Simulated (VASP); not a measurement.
B, 8 atoms in the cell. The structure is cubic, space group Fm-3m (No. 225). The conventional cell has a = 2.856 Å, b = 2.856 Å, c = 2.856 Å, α = 90.00°, β = 90.00°, γ = 90.00°. B (site symmetry m-3m) has 12 B at 2.02 Å within 2.7 Å. 

| Property | Result |
| --- | --- |
| Program | VASP 6.6.1 |
| Task | single point |
| Functional | PBEsol |
| Potentials or basis | VASP PAW PBE potentials, release 64 (B) |
| Cutoff | 520 eV |
| k mesh | 8 × 8 × 8 |
| Occupations | gaussian, width 0.1 eV |
| Spin | no spin polarisation |
| Dipole correction | no |
| Further INCAR settings | ALGO = Normal; EDIFF = 1e-06; NBANDS = 22 |

Potentials or basis: VASP PAW PBE potentials, release 64 (B).

Run with:

```console
$ cat potpaw_PBE.64/B/POTCAR > POTCAR
$ mpirun -np 1 vasp_std > vasp.out
```

Hardware: 1 thread of Intel(R) Xeon(R) Platinum 8259CL CPU @ 2.50GHz (Skylake/Cascade Lake), on a shared host.

**Question.** How long does it take, and how much memory?

**Answer.** Wall time 26 s on 1 thread of Intel(R) Xeon(R) Platinum 8259CL CPU @ 2.50GHz (Skylake/Cascade Lake), with other jobs on the host, peak memory 0.16 GiB. Counts: scf iterations 9, k points 29.
